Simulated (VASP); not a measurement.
# TiRh in VASP: notebook

TiRh is run at these levels: LDA; tasks: single point.

Everything below comes from runs of VASP 6.6.1. Logs are shortened: lines on timing, memory, paths and dates and some standing lists are left out, and cuts for length are marked.

### Step 1. The cell of the first run

The structure is cubic, space group Pm-3m (No. 221). Conventional cell: a = 3.115 Å, b = 3.115 Å, c = 3.115 Å, α = 90.00°, β = 90.00°, γ = 90.00°. Ti (site symmetry m-3m) has 8 Rh at 2.70 Å and 6 Ti at 3.12 Å within 3.6 Å. Rh (site symmetry m-3m) has 8 Ti at 2.70 Å and 6 Rh at 3.12 Å within 3.6 Å.

### Step 2. Single point, LDA

The input, INCAR:

```
ALGO = Normal ; EDIFF = 1E-6
ENCUT = 520 ; GGA = CA
ISIF = 2 ; ISMEAR = -1
LASPH = True ; LCHARG = True
LELF = True ; LREAL = False
LVHAR = True ; LWAVE = False
NBANDS = 20 ; NELM = 60
PREC = Accurate ; SIGMA = 0.1
```

The input, KPOINTS:

```
k-points
0
Gamma
  11 11 11
```

The input, POSCAR:

```
TiRh
1.0
    3.1152000000      0.0000000000      0.0000000000
    0.0000000000      3.1152000000      0.0000000000
    0.0000000000      0.0000000000      3.1152000000
Ti Rh
1 1
Direct
    0.5000000000      0.5000000000      0.5000000000
    0.0000000000      0.0000000000      0.0000000000
```

Potentials or basis: VASP PAW LDA potentials, release 64 (Ti_sv, Rh_pv).

On the command line:

```console
> cat potpaw_LDA.64/Ti_sv/POTCAR potpaw_LDA.64/Rh_pv/POTCAR > POTCAR
> mpirun -np 1 vasp_std > vasp.out
```

OUTCAR:

```text
EDIFF = 1E-6
   ENCUT = 520
   GGA = CA
   ISIF = 2
   ISMEAR = -1
   LASPH = True
   LREAL = False
   NELM = 60
   PREC = Accurate

 ion  position               nearest neighbor table
   1  0.500  0.500  0.500-   2 2.70   2 2.70   2 2.70   2 2.70   2 2.70   2 2.70   2 2.70   2 2.70

   2  0.000  0.000  0.000-   1 2.70   1 2.70   1 2.70   1 2.70   1 2.70   1 2.70   1 2.70   1 2.70

  LATTYP: Found a simple cubic cell.
 ALAT       =     3.1152000000

  Lattice vectors:

 A1 = (   3.1152000000,   0.0000000000,   0.0000000000)
 A2 = (   0.0000000000,   3.1152000000,   0.0000000000)
 A3 = (   0.0000000000,   0.0000000000,   3.1152000000)

Analysis of symmetry for initial positions (statically):
=====================================================================
 Subroutine PRICEL returns:
 Original cell was already a primitive cell.

 Routine SETGRP: Setting up the symmetry group for a
 simple cubic supercell.

 Subroutine GETGRP returns: Found 48 space group operations
 (whereof 48 operations were pure point group operations)
 out of a pool of 48 trial point group operations.

The static configuration has the point symmetry O_h .

Analysis of symmetry for dynamics (positions and initial velocities):
=====================================================================
 Subroutine PRICEL returns:
 Original cell was already a primitive cell.

 Routine SETGRP: Setting up the symmetry group for a
 simple cubic supercell.

 Subroutine GETGRP returns: Found 48 space group operations
 (whereof 48 operations were pure point group operations)
 out of a pool of 48 trial point group operations.

The dynamic configuration has the point symmetry O_h .

 Subroutine INISYM returns: Found 48 space group operations
 (whereof 48 operations are pure point group operations),
 and found     1 'primitive' translations

----------------------------------------------------------------------------------------

                                     Primitive cell

  volume of cell :      30.2314

  direct lattice vectors                    reciprocal lattice vectors
     3.115200000  0.000000000  0.000000000     0.321006677  0.000000000  0.000000000
     0.000000000  3.115200000  0.000000000     0.000000000  0.321006677  0.000000000
     0.000000000  0.000000000  3.115200000     0.000000000  0.000000000  0.321006677

  length of vectors
     3.115200000  3.115200000  3.115200000     0.321006677  0.321006677  0.321006677

  position of ions in fractional coordinates (direct lattice)
     0.500000000  0.500000000  0.500000000
     0.000000000  0.000000000  0.000000000

  ion indices of the primitive-cell ions
   primitive index   ion index
                 1           1
                 2           2

----------------------------------------------------------------------------------------

 KPOINTS: k-points

Automatic generation of k-mesh.
 Grid dimensions read from file:
 generate k-points for:   11   11   11

 Generating k-lattice:

  Cartesian coordinates                     Fractional coordinates (reciprocal lattice)
     0.029182425  0.000000000  0.000000000     0.090909091  0.000000000  0.000000000
     0.000000000  0.029182425  0.000000000     0.000000000  0.090909091  0.000000000
     0.000000000  0.000000000  0.029182425     0.000000000  0.000000000  0.090909091

  Length of vectors
     0.029182425  0.029182425  0.029182425

  Shift w.r.t. Gamma in fractional coordinates (k-lattice)
     0.000000000  0.000000000  0.000000000

 Subroutine IBZKPT returns following result:
 ===========================================

 Found     56 irreducible k-points:

 Following reciprocal coordinates:
            Coordinates               Weight
  0.000000  0.000000  0.000000      1.000000
  0.090909  0.000000  0.000000      6.000000
  0.181818  0.000000  0.000000      6.000000
  0.272727  0.000000  0.000000      6.000000
  0.363636  0.000000  0.000000      6.000000
  0.454545  0.000000  0.000000      6.000000
[... 16 lines left out ...]
  0.181818  0.090909  0.090909     24.000000
  0.272727  0.090909  0.090909     24.000000
 [... further k-points ...]
   k-points           NKPTS =     56   k-points in BZ     NKDIM =     56   number of bands    NBANDS=     20
   number of dos      NEDOS =    301   number of ions     NIONS =      2
   total plane-waves  NPLWV =  13824
   dimension x,y,z NGX =    24 NGY =   24 NGZ =   24
   dimension x,y,z NGXF=    48 NGYF=   48 NGZF=   48
   ions per type =               1   1
   NGX,Y,Z   is equivalent  to a cutoff of  12.81, 12.81, 12.81 a.u.
   NGXF,Y,Z  is equivalent  to a cutoff of  25.62, 25.62, 25.62 a.u.
 SYSTEM =  unknown system
   PREC   = accura    normal or accurate (medium, high low for compatibility)
   ISTART =      0    job   : 0-new  1-cont  2-samecut
   ICHARG =      2    charge: 1-file 2-atom 10-const
   ISPIN  =      1    spin polarized calculation?
   LNONCOLLINEAR =      F non collinear calculations
   LSORBIT =      F    spin-orbit coupling
   LASPH  =      T    aspherical Exc in radial PAW
   ENCUT  =  520.0 eV  38.22 Ry    6.18 a.u.   5.79  5.79  5.79*2*pi/ulx,y,z
   NELM   =     60;   NELMIN=  2; NELMDL= -5     # of ELM steps
   EDIFF  = 0.1E-05   stopping-criterion for ELM
   LREAL  =      F    real-space projection
   EDIFFG = 0.1E-04   stopping-criterion for IOM
   NSW    =      0    number of steps for IOM
   IBRION =     -1    ionic relax: 0-MD 1-quasi-New 2-CG
   NFREE  =      0    steps in history (QN), initial steepest desc. (CG)
   ISIF   =      2    stress and relaxation
   ISYM   =      2    0-nonsym 1-usesym 2-fastsym
   POTIM  = 0.5000    time-step for ionic-motion
   TEBEG  =    0.0;   TEEND  =   0.0 temperature during run
   PSTRESS=    0.0 pullay stress
   NELECT =      27.0000    total number of electrons
   NUPDOWN=      -1.0000    fix difference up-down
   EMIN   =  10.00;   EMAX   =-10.00  energy-range for DOS
   EFERMI =   0.00;   METHOD = LEGACY
   ISMEAR =    -1;   SIGMA  =   0.10  broadening in eV -4-tet -1-fermi 0-gaus
   EFERMI_NEDOS =   21; number of points for ismear=-14 and -15
   IALGO  =     38    algorithm
   IMIX   =      4    mixing-type and parameters
     AMIX     =   0.40;   BMIX     =  1.00
     AMIX_MAG =   1.60;   BMIX_MAG =  1.00
  volume/ion in A,a.u.               =      15.12       102.01
  Fermi-wavevector in a.u.,A,eV,Ry     =   1.576559  2.979264 33.817789  2.485537
  Thomas-Fermi vector in A             =   2.677374
   LORBIT       =      0    0 simple, 1 ext, 2 COOP (PROOUT), +10 PAW based schemes
   GGA     = CA    functional components
   LHFCALC =     F    Hartree Fock is set to
   AEXX    =    0.0000 exact exchange contribution
   IVDW    =     0    specifies the selected vdW correction
   LEPSILON=     F    determine dielectric tensor
   LRPA    =     F    only Hartree local field effects (RPA)
 non-spin polarized calculation
  energy-cutoff  :      520.00
  volume of cell :       30.23
 maximum number of plane-waves:       837
 NGX is ok and might be reduce to    24
   NGX = 11   NGY = 11   NGZ = 11

 number of electron      27.0000005 magnetization

 Free energy of the ion-electron system (eV)
  ---------------------------------------------------
  ext. energy  EPLUGINS =         0.00000000
  ---------------------------------------------------
  free energy    TOTEN  =       -18.65959284 eV

  energy without entropy =      -18.56309923  energy(sigma->0) =      -18.61134603

 E-fermi :  10.4222     XC(G=0): -13.1135

 val. band max:       10.3875861226   @ k =   0.4545   0.1818   0.0000
 cond. band min:      10.4251466691   @ k =   0.4545   0.2727   0.1818
 fundamental gap:      0.0375605465
 Fermi energy:        10.4221614194

 k-point     1 :       0.0000    0.0000    0.0000
  band No.  band energies     occupation
      1     -46.4515      2.00000
      2     -36.1191      2.00000
      3     -36.1191      2.00000
      4     -36.1191      2.00000
      5     -22.9663      2.00000
      6     -22.9663      2.00000
[... 12 lines left out ...]
     19      18.9351      0.00000
     20      18.9351      0.00000

 k-point     2 :       0.0909    0.0000    0.0000
  band No.  band energies     occupation
      1     -46.4502      2.00000
      2     -36.1252      2.00000
      3     -36.1183      2.00000
      4     -36.1183      2.00000
      5     -22.9834      2.00000
      6     -22.9659      2.00000
[... 12 lines left out ...]
     19      18.2846      0.00000
     20      19.3718      0.00000

 k-point     3 :       0.1818    0.0000    0.0000
  band No.  band energies     occupation
      1     -46.4469      2.00000
      2     -36.1417      2.00000
      3     -36.1163      2.00000
      4     -36.1163      2.00000
      5     -23.0288      2.00000
      6     -22.9648      2.00000
[... 12 lines left out ...]
     19      16.8316      0.00000
     20      20.5004      0.00000

 k-point     4 :       0.2727    0.0000    0.0000
  band No.  band energies     occupation
      1     -46.4425      2.00000
      2     -36.1632      2.00000
      3     -36.1136      2.00000
      4     -36.1136      2.00000
      5     -23.0878      2.00000
      6     -22.9634      2.00000
[... 12 lines left out ...]
     19      15.2563      0.00000
     20      22.0350      0.00000

 k-point     5 :       0.3636    0.0000    0.0000
  band No.  band energies     occupation
      1     -46.4384      2.00000
      2     -36.1829      2.00000
      3     -36.1111      2.00000
      4     -36.1111      2.00000
      5     -23.1416      2.00000
      6     -22.9621      2.00000
[... 12 lines left out ...]
     19      14.0409      0.00000
     20      23.7774      0.00000
[... 353 lines left out ...]
      6     -23.1282      2.00000
[... 12 lines left out ...]
     19      13.0983      0.00000
     20      18.6911      0.00000

 k-point    22 :       0.0909    0.0909    0.0909
  band No.  band energies     occupation
      1     -46.4476      2.00000
      2     -36.1247      2.00000
      3     -36.1247      2.00000
      4     -36.1222      2.00000
      5     -22.9870      2.00000
      6     -22.9794      2.00000
[... 12 lines left out ...]
     19      18.9359      0.00000
     20      18.9359      0.00000

 k-point    23 :       0.1818    0.0909    0.0909
  band No.  band energies     occupation
      1     -46.4441      2.00000
      2     -36.1410      2.00000
      3     -36.1226      2.00000
      4     -36.1213      2.00000
      5     -23.0268      2.00000
      6     -22.9807      2.00000
[... 12 lines left out ...]
     19      17.4706      0.00000
     20      19.9951      0.00000

 k-point    24 :       0.2727    0.0909    0.0909
  band No.  band energies     occupation
      1     -46.4395      2.00000
      2     -36.1629      2.00000
      3     -36.1198      2.00000
      4     -36.1194      2.00000
      5     -23.0837      2.00000
      6     -22.9773      2.00000
[... 12 lines left out ...]
     19      15.7943      0.00000
     20      21.1956      0.00000

 [... further k-points ...]
[... 5 lines left out ...]
  --------------------------------------------------------------------------------------
  -------------------------------------------------------------------------------------
  Total       -2.3784273     -2.3784273     -2.3784273     -0.0000000      0.0000000     -0.0000000
  in kB     -126.0499431   -126.0499431   -126.0499431     -0.0000000      0.0000000     -0.0000000
  external PRESSURE =    -126.0499431 kB  Pullay stress =       0.0000000 kB

 VOLUME and BASIS-vectors are now :
 -----------------------------------------------------------------------------
  energy-cutoff  :      520.00
  volume of cell :       30.23
      direct lattice vectors                 reciprocal lattice vectors
     3.115200000  0.000000000  0.000000000     0.321006677  0.000000000  0.000000000
     0.000000000  3.115200000  0.000000000     0.000000000  0.321006677  0.000000000
     0.000000000  0.000000000  3.115200000     0.000000000  0.000000000  0.321006677

 POSITION                                       TOTAL-FORCE (eV/Angst)
 -----------------------------------------------------------------------------------
      1.55760      1.55760      1.55760         0.000000      0.000000      0.000000
      0.00000      0.00000      0.00000         0.000000      0.000000      0.000000
 -----------------------------------------------------------------------------------
    total drift:                                0.000000      0.000000     -0.000000

  FREE ENERGIE OF THE ION-ELECTRON SYSTEM (eV)
  ---------------------------------------------------
  free  energy   TOTEN  =       -18.6595928418 eV

  energy  without entropy=      -18.5630992271  energy(sigma->0) =      -18.61134603
```

It took 36 s on 1 thread of Intel Xeon 8259CL, shared host; peak memory 0.15 GiB.

What came out:

| Quantity | Value |
| --- | --- |
| Free energy | -18.6596 eV |
| Pressure | -12.6 GPa |

### Step 3. Single point, LDA

This run uses another cell than the first one, of 14.22 Å³/atom, 0.941 times its volume.

The input, INCAR:

```
SYSTEM = TiRh
PREC = Accurate
ENCUT = 520
EDIFF = 1E-6
ISMEAR = -1
SIGMA = 0.1
LREAL = .False.
LASPH = .True.
NELM = 100
ALGO = Normal
ISIF = 2
LWAVE = .False.
LCHARG = .True.
GGA = CA
LELF = .True.
LVHAR = .True.
NBANDS = 20
```

The input, KPOINTS:

```
regular mesh
0
Gamma
  11 11 11
  0 0 0
```

The input, POSCAR:

```
TiRh
1.0
    3.0217440000      0.0000000000      0.0000000000
    0.0000000000      3.0217440000      0.0000000000
    0.0000000000      0.0000000000      3.1152000000
Ti Rh
1 1
Direct
    0.5000000000      0.5000000000      0.5000000000
    0.0000000000      0.0000000000      0.0000000000
```

Potentials or basis: VASP PAW LDA potentials, release 64 (Ti_sv, Rh_pv).

On the command line:

```console
> cat potpaw_LDA.64/Ti_sv/POTCAR potpaw_LDA.64/Rh_pv/POTCAR > POTCAR
> mpirun -np 1 vasp_std > vasp.out
```

Wall time 68 s (1 thread of Intel Xeon 8259CL, shared host); peak memory 0.18 GiB.

The run converged. Its results:

```
Free energy : -18.7445 eV
Pressure    : -1.5 GPa
```

Stress tensor (GPa, compression positive):
```
-2.41  0.00  0.00
 0.00 -2.41  0.00
 0.00  0.00  0.42
```

Levels at points of the mesh, in eV from the Fermi level:
| k point | band 9 | band 10 | band 11 | band 12 | band 13 | band 14 | band 15 | band 16 | band 17 | band 18 |
| --- | --- | --- | --- | --- | --- | --- | --- | --- | --- | --- |
| (0.00, 0.00, 0.00) | -5.60 | -5.57 | -2.58 | -2.58 | -2.37 | 0.67 | 0.96 | 2.62 | 2.66 | 2.66 |

### Step 4. Single point, LDA

This run uses another cell than the first one, of 14.52 Å³/atom, 0.960 times its volume.

The input, INCAR:

```
SYSTEM = TiRh
PREC = Accurate
ENCUT = 520
EDIFF = 1E-6
ISMEAR = -1
SIGMA = 0.1
LREAL = .FALSE.
LASPH = .TRUE.
NELM = 80
ALGO = Normal
ISIF = 2
LWAVE = .FALSE.
LCHARG = .TRUE.
LELF = .TRUE.
LVHAR = .TRUE.
NBANDS = 20
```

The input, KPOINTS:

```
Automatic mesh
0
G
  11 11 11
  0 0 0
```

The input, POSCAR:

```
TiRh
1.0
    3.0528960000      0.0000000000      0.0000000000
    0.0000000000      3.0528960000      0.0000000000
    0.0000000000      0.0000000000      3.1152000000
Ti Rh
1 1
Direct
    0.5000000000      0.5000000000      0.5000000000
    0.0000000000      0.0000000000      0.0000000000
```

On the command line:

```console
> cat potpaw_LDA.64/Ti_sv/POTCAR potpaw_LDA.64/Rh_pv/POTCAR > POTCAR
> mpirun -np 1 vasp_std > vasp.out
```

Wall time 65 s (1 thread of Intel Xeon 8259CL, shared host); peak memory 0.19 GiB.

The run converged. Its results:

```yaml
Free_energy: -18.7295 eV
Pressure: -5.6 GPa
```

Stress tensor (GPa, compression positive):
```
-6.24  0.00  0.00
 0.00 -6.24  0.00
 0.00  0.00 -4.35
```

Levels at points of the mesh, in eV from the Fermi level:
```csv
k point,band 9,band 10,band 11,band 12,band 13,band 14,band 15,band 16,band 17,band 18
"(0.00, 0.00, 0.00)",-5.44,-5.42,-2.49,-2.49,-2.35,0.71,0.89,2.55,2.58,2.58
```

### Step 5. Overview

```tsv
cell	gap on the mesh (eV)	pressure (GPa)
a = 3.115 Å, 2 atoms	none	-12.6
a = 3.022, b = 3.022, c = 3.115 Å, 2 atoms	none	-1.5
a = 3.053, b = 3.053, c = 3.115 Å, 2 atoms	none	-5.6
```

Alike in all rows: task single point; level LDA; potentials or basis VASP PAW LDA potentials, release 64 (Ti_sv, Rh_pv); no spin polarisation; k mesh 11 × 11 × 11; cutoff (eV) 520; smearing fermi-dirac 0.1 eV.

Absolute energies hang on the potentials; compare differences alone.
